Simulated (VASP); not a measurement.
# CsRe (P1) in VASP: notebook

Runs on CsRe. Level: PBE. Tasks: single point.

Everything below comes from runs of VASP 6.6.1. Logs are shortened: lines on timing, memory, paths and dates and some standing lists are left out, and cuts for length are marked.

**1. The cell of the first run**

The typed cell holds 2 atoms: a = 3.689 Å, b = 3.689 Å, c = 5.631 Å, α = 90.00°, β = 90.00°, γ = 120.00°.

**2. Single point, PBE**

Contents of INCAR:

```
PREC = Accurate
ENCUT = 520
EDIFF = 1E-6
ISMEAR = 0
SIGMA = 0.025
LREAL = False
LASPH = True
NELM = 60
ALGO = Fast
ISIF = 2
LWAVE = False
LCHARG = False
GGA = PE
NBANDS = 15
```

Contents of KPOINTS:

```
regular mesh
0
Gamma
  6 6 4
```

Contents of POSCAR:

```
CsRe
1.0
    3.6893539700      0.0000000000      0.0000000000
   -1.8446769800      3.1950742600      0.0000000000
    0.0000000000      0.0000000000      5.6314427200
Cs Re
1 1
Direct
    0.0028220000      0.0177320000      0.4944620000
    0.0100150000      0.0159480000      0.0002110000
```

Potentials or basis: VASP PAW PBE potentials, release 64 (Cs_sv, Re).

Launch:

```bash
cat potpaw_PBE.64/Cs_sv/POTCAR potpaw_PBE.64/Re/POTCAR > POTCAR
mpirun -np 1 vasp_std > vasp.out
```

OUTCAR:

```text
PREC = Accurate
   ENCUT = 520
   EDIFF = 1E-6
   ISMEAR = 0
   LREAL = False
   LASPH = True
   NELM = 60
   ISIF = 2
   GGA = PE

 ion  position               nearest neighbor table
   1  0.003  0.018  0.494-   2 2.78   2 2.85
   2  0.010  0.016  0.000-   1 2.78   1 2.85

  LATTYP: Found a hexagonal cell.
 ALAT       =     3.6893539700
 C/A-ratio  =     1.5264034749

  Lattice vectors:

 A1 = (   3.6893539700,   0.0000000000,   0.0000000000)
 A2 = (  -1.8446769800,   3.1950742600,   0.0000000000)
 A3 = (   0.0000000000,   0.0000000000,   5.6314427200)

Analysis of symmetry for initial positions (statically):
=====================================================================
 Subroutine PRICEL returns:
 Original cell was already a primitive cell.

 Routine SETGRP: Setting up the symmetry group for a
 hexagonal supercell.

 Subroutine GETGRP returns: Found  1 space group operations
 (whereof  1 operations were pure point group operations)
 out of a pool of 24 trial point group operations.

The static configuration has the point symmetry C_1 .

Analysis of symmetry for dynamics (positions and initial velocities):
=====================================================================
 Subroutine PRICEL returns:
 Original cell was already a primitive cell.

 Routine SETGRP: Setting up the symmetry group for a
 hexagonal supercell.

 Subroutine GETGRP returns: Found  1 space group operations
 (whereof  1 operations were pure point group operations)
 out of a pool of 24 trial point group operations.

The dynamic configuration has the point symmetry C_1 .

 Subroutine INISYM returns: Found  1 space group operations
 (whereof  1 operations are pure point group operations),
 and found     1 'primitive' translations

----------------------------------------------------------------------------------------

                                     Primitive cell

  volume of cell :      66.3821

  direct lattice vectors                    reciprocal lattice vectors
     3.689353970  0.000000000  0.000000000     0.271050164  0.156490885  0.000000000
    -1.844676980  3.195074260  0.000000000     0.000000000  0.312981771  0.000000000
     0.000000000  0.000000000  5.631442720     0.000000000  0.000000000  0.177574389

  length of vectors
     3.689353970  3.689353966  5.631442720     0.312981771  0.312981771  0.177574389

  position of ions in fractional coordinates (direct lattice)
     0.002822000  0.017732000  0.494462000
     0.010015000  0.015948000  0.000211000

  ion indices of the primitive-cell ions
   primitive index   ion index
                 1           1
                 2           2

----------------------------------------------------------------------------------------

 KPOINTS: regular mesh

Automatic generation of k-mesh.
 Grid dimensions read from file:
 generate k-points for:    6    6    4

 Generating k-lattice:

  Cartesian coordinates                     Fractional coordinates (reciprocal lattice)
     0.045175027  0.026081814  0.000000000     0.166666667 -0.000000000  0.000000000
     0.000000000  0.052163628  0.000000000     0.000000000  0.166666667  0.000000000
     0.000000000  0.000000000  0.044393597     0.000000000  0.000000000  0.250000000

  Length of vectors
     0.052163628  0.052163628  0.044393597

  Shift w.r.t. Gamma in fractional coordinates (k-lattice)
     0.000000000  0.000000000  0.000000000

 Subroutine IBZKPT returns following result:
 ===========================================

 Found     76 irreducible k-points:

 Following reciprocal coordinates:
            Coordinates               Weight
  0.000000  0.000000  0.000000      1.000000
  0.166667  0.000000  0.000000      2.000000
  0.000000  0.166667  0.000000      2.000000
 -0.166667  0.166667  0.000000      2.000000
  0.333333  0.000000  0.000000      2.000000
  0.000000  0.333333  0.000000      2.000000
[... 16 lines left out ...]
  0.000000  0.166667  0.250000      2.000000
 -0.166667  0.166667  0.250000      2.000000
 [... further k-points ...]
   k-points           NKPTS =     76   k-points in BZ     NKDIM =     76   number of bands    NBANDS=     15
   number of dos      NEDOS =    301   number of ions     NIONS =      2
   total plane-waves  NPLWV =  32928
   dimension x,y,z NGX =    28 NGY =   28 NGZ =   42
   dimension x,y,z NGXF=    56 NGYF=   56 NGZF=   84
   ions per type =               1   1
   NGX,Y,Z   is equivalent  to a cutoff of  12.62, 12.62, 12.40 a.u.
   NGXF,Y,Z  is equivalent  to a cutoff of  25.23, 25.23, 24.80 a.u.
 SYSTEM =  unknown system
   PREC   = accura    normal or accurate (medium, high low for compatibility)
   ISTART =      0    job   : 0-new  1-cont  2-samecut
   ICHARG =      2    charge: 1-file 2-atom 10-const
   ISPIN  =      1    spin polarized calculation?
   LNONCOLLINEAR =      F non collinear calculations
   LSORBIT =      F    spin-orbit coupling
   LASPH  =      T    aspherical Exc in radial PAW
   ENCUT  =  520.0 eV  38.22 Ry    6.18 a.u.   6.86  6.86 10.47*2*pi/ulx,y,z
   NELM   =     60;   NELMIN=  2; NELMDL= -5     # of ELM steps
   EDIFF  = 0.1E-05   stopping-criterion for ELM
   LREAL  =      F    real-space projection
   EDIFFG = 0.1E-04   stopping-criterion for IOM
   NSW    =      0    number of steps for IOM
   IBRION =     -1    ionic relax: 0-MD 1-quasi-New 2-CG
   NFREE  =      0    steps in history (QN), initial steepest desc. (CG)
   ISIF   =      2    stress and relaxation
   ISYM   =      2    0-nonsym 1-usesym 2-fastsym
   POTIM  = 0.5000    time-step for ionic-motion
   TEBEG  =    0.0;   TEEND  =   0.0 temperature during run
   PSTRESS=    0.0 pullay stress
   NELECT =      16.0000    total number of electrons
   NUPDOWN=      -1.0000    fix difference up-down
   EMIN   =  10.00;   EMAX   =-10.00  energy-range for DOS
   EFERMI =   0.00;   METHOD = LEGACY
   ISMEAR =     0;   SIGMA  =   0.03  broadening in eV -4-tet -1-fermi 0-gaus
   EFERMI_NEDOS =   21; number of points for ismear=-14 and -15
   IALGO  =     68    algorithm
   IMIX   =      4    mixing-type and parameters
     AMIX     =   0.40;   BMIX     =  1.00
     AMIX_MAG =   1.60;   BMIX_MAG =  1.00
  volume/ion in A,a.u.               =      33.19       223.98
  Fermi-wavevector in a.u.,A,eV,Ry     =   1.018821  1.925292 14.122793  1.037996
  Thomas-Fermi vector in A             =   2.152300
   LORBIT       =      0    0 simple, 1 ext, 2 COOP (PROOUT), +10 PAW based schemes
   GGA     = PE    functional components
   LHFCALC =     F    Hartree Fock is set to
   AEXX    =    0.0000 exact exchange contribution
   IVDW    =     0    specifies the selected vdW correction
   LEPSILON=     F    determine dielectric tensor
   LRPA    =     F    only Hartree local field effects (RPA)
 non-spin polarized calculation
 RMM-DIIS sequential band-by-band and
 Gauss-broadening in eV      SIGMA  =   0.03
  energy-cutoff  :      520.00
  volume of cell :       66.38
 maximum number of plane-waves:      1800
   NGX = 13   NGY = 13   NGZ = 21

 number of electron      16.0000000 magnetization

 Free energy of the ion-electron system (eV)
  ---------------------------------------------------
  ext. energy  EPLUGINS =         0.00000000
  ---------------------------------------------------
  free energy    TOTEN  =        -6.72994931 eV

  energy without entropy =       -6.72535648  energy(sigma->0) =       -6.72765290

 E-fermi :   2.7834     XC(G=0):  -9.5428

 val. band max:        2.7741165498   @ k =  -0.1667   0.5000   0.0000
 cond. band min:       2.7889693903   @ k =   0.5000   0.5000   0.2500
 fundamental gap:      0.0148528405
 Fermi energy:         2.7833720994

 k-point     1 :       0.0000    0.0000    0.0000
  band No.  band energies     occupation
      1     -20.2232      2.00000
      2      -7.2534      2.00000
      3      -5.6213      2.00000
      4      -5.6203      2.00000
      5      -0.9591      2.00000
      6       1.4559      2.00000
      7       2.6418      2.00000
      8       2.6420      2.00000
      9       2.7648      1.70620
     10       2.7676      1.62879
     11       4.8147      0.00000
     12       7.2681      0.00000
     13       7.7759      0.00000
     14       7.7760      0.00000
     15      11.7572      0.00000

 k-point     2 :       0.1667    0.0000    0.0000
  band No.  band energies     occupation
      1     -20.1244      2.00000
      2      -7.1355      2.00000
      3      -6.3569      2.00000
      4      -5.7776      2.00000
      5      -0.4248      2.00000
      6       1.5769      2.00000
      7       2.2196      2.00000
      8       2.4508      2.00000
      9       2.6786      2.00000
     10       2.9409      0.00000
     11       5.6347      0.00000
     12       7.1169      0.00000
     13       7.6894      0.00000
     14       8.6276      0.00000
     15      11.3145      0.00000

 k-point     3 :       0.0000    0.1667    0.0000
  band No.  band energies     occupation
      1     -20.1244      2.00000
      2      -7.1355      2.00000
      3      -6.3565      2.00000
      4      -5.7781      2.00000
      5      -0.4250      2.00000
      6       1.5768      2.00000
      7       2.2205      2.00000
      8       2.4510      2.00000
      9       2.6775      2.00000
     10       2.9410      0.00000
     11       5.6337      0.00000
     12       7.1178      0.00000
     13       7.6901      0.00000
     14       8.6277      0.00000
     15      11.3157      0.00000
[... 343 lines left out ...]
 k-point    23 :       0.0000    0.1667    0.2500
  band No.  band energies     occupation
      1     -20.1011      2.00000
      2      -7.5097      2.00000
      3      -6.3738      2.00000
      4      -5.7990      2.00000
      5      -0.0079      2.00000
      6       2.2349      2.00000
      7       2.4589      2.00000
      8       2.7611      1.79196
      9       2.9016      0.00000
     10       2.9681      0.00000
     11       5.1988      0.00000
     12       6.9431      0.00000
     13       7.5821      0.00000
     14       8.5489      0.00000
     15       9.4823      0.00000

 k-point    24 :      -0.1667    0.1667    0.2500
  band No.  band energies     occupation
      1     -20.1011      2.00000
      2      -7.5097      2.00000
      3      -6.3744      2.00000
      4      -5.7984      2.00000
      5      -0.0076      2.00000
      6       2.2346      2.00000
      7       2.4595      2.00000
      8       2.7631      1.74797
      9       2.8992      0.00000
     10       2.9683      0.00000
     11       5.1998      0.00000
     12       6.9436      0.00000
     13       7.5776      0.00000
     14       8.5486      0.00000
     15       9.4871      0.00000

 [... further k-points ...]

------------------------ aborting loop because EDIFF is reached ----------------------------------------

  FORCE on cell =-STRESS in cart. coord.  units (eV):
  Direction    XX          YY          ZZ          XY          YZ          ZX
  --------------------------------------------------------------------------------------
  -------------------------------------------------------------------------------------
  Total       -5.2423141     -5.2405395      1.6683314      0.0010537      0.0002630     -0.0014879
  in kB     -126.5268416   -126.4840108     40.2663200      0.0254317      0.0063482     -0.0359103
  external PRESSURE =     -70.9148441 kB  Pullay stress =       0.0000000 kB

 VOLUME and BASIS-vectors are now :
 -----------------------------------------------------------------------------
  energy-cutoff  :      520.00
  volume of cell :       66.38
      direct lattice vectors                 reciprocal lattice vectors
     3.689353970  0.000000000  0.000000000     0.271050164  0.156490885  0.000000000
    -1.844676980  3.195074260  0.000000000     0.000000000  0.312981771  0.000000000
     0.000000000  0.000000000  5.631442720     0.000000000  0.000000000  0.177574389

 POSITION                                       TOTAL-FORCE (eV/Angst)
 -----------------------------------------------------------------------------------
     -0.02230      0.05666      2.78453        -0.178603      0.033482      0.220057
      0.00753      0.05096      0.00119         0.178603     -0.033482     -0.220057
 -----------------------------------------------------------------------------------
    total drift:                               -0.000269     -0.000000     -0.000403

  FREE ENERGIE OF THE ION-ELECTRON SYSTEM (eV)
  ---------------------------------------------------
  free  energy   TOTEN  =        -6.7299493142 eV

  energy  without entropy=       -6.7253564815  energy(sigma->0) =       -6.72765290
```

It took 2 min on 1 thread of Oxide Virtual Turin-like, shared host; peak memory 0.2 GiB.

Results:

```yaml
Free_energy: -6.7299 eV
Pressure: -7.1 GPa
Largest_force: 0.285 eV/Å
Band_gap_on_the_k_mesh: zero (bands 8 and 9 overlap by 0.82 eV)
```

Forces in eV/Å, atoms in the order of the input:
```
Cs  -0.179  0.033  0.220
Re   0.179 -0.033 -0.220
```

Levels at points of the mesh, in eV from the Fermi level:
```csv
k point,band 5,band 6,band 7,band 8,band 9,band 10,band 11,band 12
"(0.00, 0.00, 0.00)",-3.74,-1.33,-0.14,-0.14,-0.02,-0.02,2.03,4.48
"(0.50, 0.00, 0.00)",-1.86,-1.82,-1.12,-0.35,1.27,1.68,1.92,2.40
"(0.00, 0.50, 0.00)",-1.86,-1.82,-1.12,-0.36,1.27,1.68,1.92,2.41
"(0.50, 0.50, 0.00)",-1.86,-1.81,-1.12,-0.35,1.27,1.68,1.92,2.40
"(0.00, 0.00, 0.50)",-2.97,-0.11,-0.11,0.45,0.46,0.84,2.03,2.75
"(0.50, 0.00, 0.50)",-1.48,-0.68,-0.11,0.23,1.27,1.44,1.55,3.40
"(0.00, 0.50, 0.50)",-1.48,-0.68,-0.11,0.23,1.27,1.44,1.55,3.40
"(0.50, 0.50, 0.50)",-1.48,-0.68,-0.11,0.23,1.27,1.44,1.55,3.40
```

Caveat: the stress differs along the axes, from -13 to 4 GPa; spin-orbit coupling is left out, which moves the levels of the heavy elements.

**3. Single point, PBE**

Contents of INCAR:

```
SYSTEM = CsRe
PREC     = Accurate       ! precision mode
ENCUT    = 520            ! plane-wave cutoff, eV
EDIFF    = 1E-6           ! SCF threshold, eV
ISMEAR   = 0              ! smearing method
SIGMA    = 0.01           ! smearing width, eV
LREAL    = .False.        ! projectors in reciprocal space
LASPH    = .True.         ! aspherical terms in the spheres
NELM     = 60             ! most SCF steps
ALGO     = Normal         ! electronic algorithm
ISIF     = 2              ! what is computed and relaxed
LWAVE    = .False.        ! write WAVECAR
LCHARG   = .False.        ! write CHGCAR
GGA      = PE             ! functional
NBANDS   = 15             ! bands
```

Contents of KPOINTS:

```
regular mesh
0
Gamma
  6 6 4
  0 0 0
```

POSCAR is that of step 2.

Potentials or basis: VASP PAW PBE potentials, release 64 (Cs_sv, Re).

Launch:

```bash
cat potpaw_PBE.64/Cs_sv/POTCAR potpaw_PBE.64/Re/POTCAR > POTCAR
mpirun -np 1 vasp_std > vasp.out
```

Run time: 97 s. Hardware: 1 thread of Oxide Virtual Turin-like, shared host; peak memory 0.2 GiB.

It converged, with:

* Free energy: -6.7279 eV
* Pressure: -7.1 GPa
* Largest force: 0.292 eV/Å
* Band gap on the k mesh: zero (bands 8 and 9 overlap by 0.82 eV)

Forces in eV/Å, atoms in the order of the input:
```
Cs  -0.192  0.033  0.218
Re   0.192 -0.033 -0.218
```

Stress tensor (GPa, compression positive):
```
-12.62   0.02   0.00
  0.02 -12.58   0.00
  0.00   0.00   3.77
```

Levels at points of the mesh, in eV from the Fermi level:
| k point | band 6 | band 7 | band 8 | band 9 | band 10 | band 11 |
| --- | --- | --- | --- | --- | --- | --- |
| (0.00, 0.00, 0.00) | -1.32 | -0.13 | -0.13 | -0.01 | -0.01 | 2.03 |
| (0.50, 0.00, 0.00) | -1.81 | -1.12 | -0.35 | 1.27 | 1.69 | 1.93 |
| (0.00, 0.50, 0.00) | -1.81 | -1.12 | -0.35 | 1.27 | 1.69 | 1.93 |
| (0.50, 0.50, 0.00) | -1.81 | -1.12 | -0.35 | 1.27 | 1.69 | 1.93 |
| (0.00, 0.00, 0.50) | -0.10 | -0.10 | 0.46 | 0.47 | 0.84 | 2.03 |
| (0.50, 0.00, 0.50) | -0.67 | -0.11 | 0.24 | 1.28 | 1.44 | 1.56 |
| (0.00, 0.50, 0.50) | -0.67 | -0.10 | 0.23 | 1.28 | 1.44 | 1.56 |
| (0.50, 0.50, 0.50) | -0.68 | -0.11 | 0.24 | 1.28 | 1.44 | 1.56 |

Caveat: the stress differs along the axes, from -13 to 4 GPa; spin-orbit coupling is left out, which moves the levels of the heavy elements.

(Continued in part 2 of 2.)
